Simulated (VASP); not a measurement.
# ZnSe (F-43m) in VASP: settings compared

ZnSe is run at these levels: PBE, r2SCAN; tasks: single point.

All numbers are computed with VASP 6.6.1; they aren't measurements. Logs are shortened: lines on timing, memory, paths and dates and some standing lists are left out, and cuts for length are marked.

**1. The cell of the first run**

Symmetry: F-43m, No. 216, cubic system. The conventional cell has a = 5.665 Å, b = 5.665 Å, c = 5.665 Å, α = 90.00°, β = 90.00°, γ = 90.00°. Zn (site symmetry -43m) has 4 Se at 2.45 Å within 3.2 Å. Se (site symmetry -43m) has 4 Zn at 2.45 Å within 3.2 Å.

**2. Single point, PBE**

Input file INCAR:

```
PREC = Accurate ; ENCUT = 520
EDIFF = 1E-6 ; ISMEAR = 0
SIGMA = 0.01 ; LREAL = F
LASPH = T ; NELM = 100
ALGO = Normal ; ISIF = 2
LWAVE = F ; LCHARG = F
GGA = PE ; NBANDS = 16
```

Input file KPOINTS:

```
regular mesh
0
Gamma
  6 6 6
```

Input file POSCAR:

```
ZnSe
1.0
    0.0000000000      2.8324206844      2.8324206844
    2.8324206844      0.0000000000      2.8324206844
    2.8324206844      2.8324206844      0.0000000000
Zn Se
1 1
Direct
    0.0000000000      0.0000000000      0.0000000000
    0.2500000000      0.2500000000      0.2500000000
```

Potentials or basis: VASP PAW PBE potentials, release 64 (Zn, Se).

Launch:

```bash
$ cat potpaw_PBE.64/Zn/POTCAR potpaw_PBE.64/Se/POTCAR > POTCAR
$ mpirun -np 1 vasp_std > vasp.out
```

OUTCAR:

```text
PREC = Accurate
   ENCUT = 520
   EDIFF = 1E-6
   ISMEAR = 0
   LREAL = F
   LASPH = T
   NELM = 100
   ISIF = 2
   GGA = PE

 ion  position               nearest neighbor table
   1  0.000  0.000  0.000-   2 2.45   2 2.45   2 2.45   2 2.45
   2  0.250  0.250  0.250-   1 2.45   1 2.45   1 2.45   1 2.45

  LATTYP: Found a face centered cubic cell.
 ALAT       =     5.6648413688

  Lattice vectors:

 A1 = (   0.0000000000,   2.8324206844,   2.8324206844)
 A2 = (   2.8324206844,   0.0000000000,   2.8324206844)
 A3 = (   2.8324206844,   2.8324206844,   0.0000000000)

Analysis of symmetry for initial positions (statically):
=====================================================================
 Subroutine PRICEL returns:
 Original cell was already a primitive cell.

 Routine SETGRP: Setting up the symmetry group for a
 face centered cubic supercell.

 Subroutine GETGRP returns: Found 24 space group operations
 (whereof 24 operations were pure point group operations)
 out of a pool of 48 trial point group operations.

The static configuration has the point symmetry T_d .

Analysis of symmetry for dynamics (positions and initial velocities):
=====================================================================
 Subroutine PRICEL returns:
 Original cell was already a primitive cell.

 Routine SETGRP: Setting up the symmetry group for a
 face centered cubic supercell.

 Subroutine GETGRP returns: Found 24 space group operations
 (whereof 24 operations were pure point group operations)
 out of a pool of 48 trial point group operations.

The dynamic configuration has the point symmetry T_d .

 Subroutine INISYM returns: Found 24 space group operations
 (whereof 24 operations are pure point group operations),
 and found     1 'primitive' translations

----------------------------------------------------------------------------------------

                                     Primitive cell

  volume of cell :      45.4468

  direct lattice vectors                    reciprocal lattice vectors
     0.000000000  2.832420684  2.832420684    -0.176527450  0.176527450  0.176527450
     2.832420684  0.000000000  2.832420684     0.176527450 -0.176527450  0.176527450
     2.832420684  2.832420684  0.000000000     0.176527450  0.176527450 -0.176527450

  length of vectors
     4.005647746  4.005647746  4.005647746     0.305754512  0.305754512  0.305754512

  position of ions in fractional coordinates (direct lattice)
     0.000000000  0.000000000  0.000000000
     0.250000000  0.250000000  0.250000000

  ion indices of the primitive-cell ions
   primitive index   ion index
                 1           1
                 2           2

----------------------------------------------------------------------------------------

 KPOINTS: regular mesh

Automatic generation of k-mesh.
 Grid dimensions read from file:
 generate k-points for:    6    6    6

 Generating k-lattice:

  Cartesian coordinates                     Fractional coordinates (reciprocal lattice)
    -0.029421242  0.029421242  0.029421242     0.166666667  0.000000000  0.000000000
     0.029421242 -0.029421242  0.029421242     0.000000000  0.166666667  0.000000000
     0.029421242  0.029421242 -0.029421242     0.000000000  0.000000000  0.166666667

  Length of vectors
     0.050959085  0.050959085  0.050959085

  Shift w.r.t. Gamma in fractional coordinates (k-lattice)
     0.000000000  0.000000000  0.000000000

 Subroutine IBZKPT returns following result:
 ===========================================

 Found     16 irreducible k-points:

 Following reciprocal coordinates:
            Coordinates               Weight
  0.000000  0.000000  0.000000      1.000000
  0.166667  0.000000  0.000000      8.000000
  0.333333  0.000000  0.000000      8.000000
  0.500000  0.000000  0.000000      4.000000
  0.166667  0.166667  0.000000      6.000000
  0.333333  0.166667  0.000000     24.000000
[... 8 lines left out ...]
 -0.333333  0.333333  0.166667     24.000000
 -0.333333  0.500000  0.166667     12.000000
   k-points           NKPTS =     16   k-points in BZ     NKDIM =     16   number of bands    NBANDS=     16
   number of dos      NEDOS =    301   number of ions     NIONS =      2
   total plane-waves  NPLWV =  27000
   dimension x,y,z NGX =    30 NGY =   30 NGZ =   30
   dimension x,y,z NGXF=    60 NGYF=   60 NGZF=   60
   ions per type =               1   1
   NGX,Y,Z   is equivalent  to a cutoff of  12.45, 12.45, 12.45 a.u.
   NGXF,Y,Z  is equivalent  to a cutoff of  24.90, 24.90, 24.90 a.u.
 SYSTEM =  unknown system
   PREC   = accura    normal or accurate (medium, high low for compatibility)
   ISTART =      0    job   : 0-new  1-cont  2-samecut
   ICHARG =      2    charge: 1-file 2-atom 10-const
   ISPIN  =      1    spin polarized calculation?
   LNONCOLLINEAR =      F non collinear calculations
   LSORBIT =      F    spin-orbit coupling
   LASPH  =      T    aspherical Exc in radial PAW
   ENCUT  =  520.0 eV  38.22 Ry    6.18 a.u.   7.45  7.45  7.45*2*pi/ulx,y,z
   NELM   =    100;   NELMIN=  2; NELMDL= -5     # of ELM steps
   EDIFF  = 0.1E-05   stopping-criterion for ELM
   LREAL  =      F    real-space projection
   EDIFFG = 0.1E-04   stopping-criterion for IOM
   NSW    =      0    number of steps for IOM
   IBRION =     -1    ionic relax: 0-MD 1-quasi-New 2-CG
   NFREE  =      0    steps in history (QN), initial steepest desc. (CG)
   ISIF   =      2    stress and relaxation
   ISYM   =      2    0-nonsym 1-usesym 2-fastsym
   POTIM  = 0.5000    time-step for ionic-motion
   TEBEG  =    0.0;   TEEND  =   0.0 temperature during run
   PSTRESS=    0.0 pullay stress
   NELECT =      18.0000    total number of electrons
   NUPDOWN=      -1.0000    fix difference up-down
   EMIN   =  10.00;   EMAX   =-10.00  energy-range for DOS
   EFERMI =   0.00;   METHOD = LEGACY
   ISMEAR =     0;   SIGMA  =   0.01  broadening in eV -4-tet -1-fermi 0-gaus
   EFERMI_NEDOS =   21; number of points for ismear=-14 and -15
   IALGO  =     38    algorithm
   IMIX   =      4    mixing-type and parameters
     AMIX     =   0.40;   BMIX     =  1.00
     AMIX_MAG =   1.60;   BMIX_MAG =  1.00
  volume/ion in A,a.u.               =      22.72       153.35
  Fermi-wavevector in a.u.,A,eV,Ry     =   1.202259  2.271939 19.666213  1.445426
  Thomas-Fermi vector in A             =   2.338045
   LORBIT       =      0    0 simple, 1 ext, 2 COOP (PROOUT), +10 PAW based schemes
   GGA     = PE    functional components
   LHFCALC =     F    Hartree Fock is set to
   AEXX    =    0.0000 exact exchange contribution
   IVDW    =     0    specifies the selected vdW correction
   LEPSILON=     F    determine dielectric tensor
   LRPA    =     F    only Hartree local field effects (RPA)
 non-spin polarized calculation
 Gauss-broadening in eV      SIGMA  =   0.01
  energy-cutoff  :      520.00
  volume of cell :       45.45
 maximum number of plane-waves:      1243
 NGX is ok and might be reduce to    30
   NGX = 15   NGY = 15   NGZ = 15

 number of electron      18.0000011 magnetization

 Free energy of the ion-electron system (eV)
  ---------------------------------------------------
  ext. energy  EPLUGINS =         0.00000000
  ---------------------------------------------------
  free energy    TOTEN  =        -6.01391535 eV

  energy without entropy =       -6.01391535  energy(sigma->0) =       -6.01391535

 E-fermi :   1.6846     XC(G=0):  -9.3268

 val. band max:        1.6292291441   @ k =   0.0000   0.0000   0.0000
 cond. band min:       2.9239283445   @ k =   0.0000   0.0000   0.0000
 fundamental gap:      1.2946992004
 Fermi energy:         1.6845816296

 k-point     1 :       0.0000    0.0000    0.0000
  band No.  band energies     occupation
      1     -11.6388      2.00000
      2      -4.9254      2.00000
      3      -4.9254      2.00000
      4      -4.9254      2.00000
      5      -4.5547      2.00000
      6      -4.5547      2.00000
[... 8 lines left out ...]
     15      13.0906      0.00000
     16      13.0906      0.00000

 k-point     2 :       0.1667    0.0000    0.0000
  band No.  band energies     occupation
      1     -11.4638      2.00000
      2      -4.9091      2.00000
      3      -4.8987      2.00000
      4      -4.8987      2.00000
      5      -4.5564      2.00000
      6      -4.5564      2.00000
[... 8 lines left out ...]
     15      12.0905      0.00000
     16      12.6527      0.00000

 k-point     3 :       0.3333    0.0000    0.0000
  band No.  band energies     occupation
      1     -11.0710      2.00000
      2      -4.8539      2.00000
      3      -4.8539      2.00000
      4      -4.7550      2.00000
      5      -4.5481      2.00000
      6      -4.5481      2.00000
[... 8 lines left out ...]
     15      12.6827      0.00000
     16      12.6827      0.00000

 k-point     4 :       0.5000    0.0000    0.0000
  band No.  band energies     occupation
      1     -10.8467      2.00000
      2      -4.8376      2.00000
      3      -4.8376      2.00000
      4      -4.5361      2.00000
      5      -4.5361      2.00000
      6      -4.3954      2.00000
[... 8 lines left out ...]
     15      14.7401      0.00000
     16      14.7401      0.00000
[... 172 lines left out ...]
 k-point    14 :       0.5000    0.3333    0.1667
  band No.  band energies     occupation
      1     -10.7982      2.00000
      2      -4.8330      2.00000
      3      -4.7865      2.00000
      4      -4.6854      2.00000
      5      -4.5383      2.00000
      6      -4.4881      2.00000
[... 8 lines left out ...]
     15      14.5188      0.00000
     16      15.9393      0.00000

 k-point    15 :      -0.3333    0.3333    0.1667
  band No.  band energies     occupation
      1     -10.6449      2.00000
      2      -4.8127      2.00000
      3      -4.7573      2.00000
      4      -4.5905      2.00000
      5      -4.5609      2.00000
      6      -4.3105      2.00000
[... 8 lines left out ...]
     15      14.6996      0.00000
     16      15.6551      0.00000

 k-point    16 :      -0.3333    0.5000    0.1667
  band No.  band energies     occupation
      1     -10.5738      2.00000
      2      -4.8280      2.00000
      3      -4.7082      2.00000
      4      -4.6355      2.00000
      5      -4.5403      2.00000
      6      -4.2827      2.00000
[... 8 lines left out ...]
     15      15.3927      0.00000
     16      15.8169      0.00000

------------------------ aborting loop because EDIFF is reached ----------------------------------------

  FORCE on cell =-STRESS in cart. coord.  units (eV):
  Direction    XX          YY          ZZ          XY          YZ          ZX
  --------------------------------------------------------------------------------------
  -------------------------------------------------------------------------------------
  Total        0.7003772      0.7003772      0.7003772      0.0000000      0.0000000      0.0000000
  in kB       24.6910346     24.6910346     24.6910346      0.0000000      0.0000000      0.0000000
  external PRESSURE =      24.6910346 kB  Pullay stress =       0.0000000 kB

 VOLUME and BASIS-vectors are now :
 -----------------------------------------------------------------------------
  energy-cutoff  :      520.00
  volume of cell :       45.45
      direct lattice vectors                 reciprocal lattice vectors
     0.000000000  2.832420684  2.832420684    -0.176527450  0.176527450  0.176527450
     2.832420684  0.000000000  2.832420684     0.176527450 -0.176527450  0.176527450
     2.832420684  2.832420684  0.000000000     0.176527450  0.176527450 -0.176527450

 POSITION                                       TOTAL-FORCE (eV/Angst)
 -----------------------------------------------------------------------------------
      0.00000      0.00000      0.00000        -0.000000     -0.000000     -0.000000
      1.41621      1.41621      1.41621         0.000000      0.000000      0.000000
 -----------------------------------------------------------------------------------
    total drift:                               -0.000001     -0.000001     -0.000001

  FREE ENERGIE OF THE ION-ELECTRON SYSTEM (eV)
  ---------------------------------------------------
  free  energy   TOTEN  =        -6.0139153482 eV

  energy  without entropy=       -6.0139153482  energy(sigma->0) =       -6.01391535
```

Wall time 6.9 s (1 thread of Intel Xeon 6975P-C (Granite Rapids), shared host); peak memory 0.16 GiB.

What came out:

- Free energy: -6.0139 eV
- Pressure: 2.5 GPa
- Band gap on the k mesh: 1.29 eV, direct

(Part 1 of 2 ends here.)
